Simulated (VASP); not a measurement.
A run of VASP 6.6.1 is set up as follows.

File POSCAR:

```
GaN
1.0
    0.0000000000      2.2442111233      2.2442111233
    2.2442111233      0.0000000000      2.2442111233
    2.2442111233      2.2442111233      0.0000000000
Ga N
1 1
Direct
    0.0000000000      0.0000000000      0.0000000000
    0.7500000000      0.7500000000      0.7500000000
```

Contents of INCAR.step1:

```
SYSTEM = GaN
PREC = Accurate ; ENCUT = 1460
ISMEAR = -1 ; SIGMA = 0.03
LREAL = .FALSE. ; LASPH = .TRUE.
NELM = 120 ; NBANDS = 16
GGA = PE ; ALGO = Normal
EDIFF = 1E-5 ; LWAVE = .TRUE.
LCHARG = .FALSE. ; GGA_COMPAT = .FALSE.
```

INCAR.step2

```
SYSTEM = GaN
PREC = Accurate ; ENCUT = 1460
EDIFF = 1E-6 ; ISMEAR = -1
SIGMA = 0.03 ; LREAL = .FALSE.
LASPH = .TRUE. ; NELM = 120
ALGO = Normal ; ISIF = 2
LWAVE = .FALSE. ; LCHARG = .FALSE.
METAGGA = R2SCAN ; LMIXTAU = .TRUE.
LUSE_VDW = .TRUE. ; IVDW_NL = 2
BPARAM = 11.95 ; CPARAM = 0.0093
NBANDS = 16 ; ISTART = 1
GGA_COMPAT = .FALSE.
```

KPOINTS

```
Automatic mesh
0
G
  8 8 8
  0 0 0
```

Potentials or basis: VASP PAW PBE potentials, release 64 (Ga_d, N_h).

The run is started by

```bash
$ cat potpaw_PBE.64/Ga_d/POTCAR potpaw_PBE.64/N_h/POTCAR > POTCAR
$ cp INCAR.step1 INCAR
$ mpirun -np 1 vasp_std > vasp.out
$ cp INCAR.step2 INCAR
$ mpirun -np 1 vasp_std > vasp.out
```

(1) What does it give for the band gap on the k mesh?

(2) Predict the pressure.

Answers

(1) 2.17 eV.

(2) 1.1 GPa.

Caveat: the PAW data sets were made with another functional, which shifts forces and pressure a little.
